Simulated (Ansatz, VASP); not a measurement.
This is a calculation of As for VASP 6.6.1.

INCAR

```
PREC = Accurate
ENCUT = 500
EDIFF = 1E-6
ISMEAR = -1
SIGMA = 0.03
LREAL = False
LASPH = True
NELM = 120
ALGO = Normal
ISIF = 2
LWAVE = False
LCHARG = False
GGA = PE
NBANDS = 8
GGA_COMPAT = False
```

Contents of KPOINTS:

```
Automatic mesh
0
Gamma
  6 6 6
```

The input POSCAR:

```
As
1.0
    2.7036817444      0.0000000000      0.0000000000
    0.0000000000      2.7036817444      0.0000000000
    0.0000000000      0.0000000000      2.7036817444
As
1
Direct
    0.5000000000      0.5000000000      0.5000000000
```

Potentials or basis: VASP PAW PBE potentials, release 64 (As).

Launch:

```bash
$ cat potpaw_PBE.64/As/POTCAR > POTCAR
$ mpirun -np 1 vasp_std > vasp.out
```

Q: Set up the same calculation for Ansatz 0.2.0. Potentials there: all-electron LAPW, scalar-relativistic.

A: As run (the cutoff follows the program's own potentials):

Contents of input.yaml:

```yaml
crystal:
  lattice:
    - [2.7036817444, 0.0, 0.0]
    - [0.0, 2.7036817444, 0.0]
    - [0.0, 0.0, 2.7036817444]
  atoms:
    - { symbol: As, position: [0.5, 0.5, 0.5] }
kpoints:
  mp_grid: { grid: [6, 6, 6] }
scf:
  occupations: { method: fermi_dirac, width: 0.03 }
hamiltonian:
  xc: pbe
  pseudopotentials: { kind: all_electron, lapw: { basis_error: 0.002 } }
output:
  forces: true
  stress: true
  eigenvalues: true
```

Potentials or basis: all-electron LAPW, scalar-relativistic.

The run is started by

```bash
$ ansatz run input.yaml --threads 1 --pin off --max-ram 3072MiB --backend cpu --events-out ev --progress --plain --runs-dir out
```

Both were run:

|  | VASP | Ansatz | Ansatz less VASP |
| --- | --- | --- | --- |
| gap on the k mesh at the Fermi level (eV) | none | none | - |
| pressure (GPa) | 2.5 | 2.4 | -0.16 |

A gap of «none» marks a metal or a gap that the smearing closes. Ansatz ran all-electron here, and VASP with PAW potentials.

The k mesh is coarse, so the values compare programs but aren't converged. Noted on Ansatz's run: the k mesh is thin for a metal, which can move the energy by tens of meV per atom.
